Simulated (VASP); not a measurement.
# Ga3SbAs2: single point with PBE

Ga3SbAs2:

```
Ga Sb As
1.0
    -2.08784    2.08784    8.85569
     2.08784   -2.08784    8.85569
     2.08784    2.08784   -8.85569
Ga Sb As
3 1 2
Direct
  0.65884 0.65884 0.00000
  0.34116 0.34116 0.00000
  0.00000 0.00000 0.00000
  0.75000 0.25000 0.50000
  0.42062 0.92062 0.50000
  0.07938 0.57938 0.50000
```

```json
{
  "Program": "VASP 6.6.1",
  "Task": "single point",
  "Functional": "PBE",
  "Potentials or basis": "VASP PAW PBE potentials, release 64 (Ga_d, Sb, As)",
  "Cutoff": "520 eV",
  "k mesh": "6 × 6 × 6",
  "Occupations": "gaussian, width 0.1 eV",
  "Spin": "no spin polarisation",
  "Dipole correction": "no",
  "Further INCAR settings": "ALGO = Normal; EDIFF = 1e-06; NBANDS = 36"
}
```

```json
{"Pressure": "0.2 GPa", "Largest force": "0.006 eV/Å", "Band gap on the k mesh": "zero (filled and empty bands touch)"}
```

Forces on the atoms (eV/Å):
```
Ga   0.000  0.000 -0.006
Ga   0.000  0.000  0.006
Ga   0.000  0.000  0.000
Sb   0.000  0.000  0.000
As   0.000  0.000 -0.001
As   0.000  0.000  0.001
```

Stress tensor (GPa, compression positive):
```
0.24 0.00 0.00
0.00 0.24 0.00
0.00 0.00 0.03
```

Levels at points of the mesh, in eV from the Fermi level:
```
           k point  band 24  band 25  band 26  band 27  band 28  band 29  band 30  band 31
(0.00, 0.00, 0.00)    -1.97    -0.24    -0.14    -0.02    -0.02     1.21     1.32     2.16
(0.50, 0.00, 0.00)    -1.56    -1.53    -1.19    -0.58     0.46     1.68     2.30     3.91
(0.50, 0.50, 0.00)    -3.08    -3.05    -2.58    -2.54     1.28     1.35     2.76     2.96
(0.50, 0.50, 0.50)    -1.34    -1.34    -0.69    -0.69     1.20     1.31     1.77     2.27
```

Wall time 5.8 min on 1 thread of AMD EPYC 9R45 96-Core Processor (Zen 5), with other jobs on the host, peak memory 0.71 GiB.

Caveat: semilocal functionals underestimate gaps, so a narrow gap can read as zero; spin-orbit coupling is left out, which moves the levels of the heavy elements.
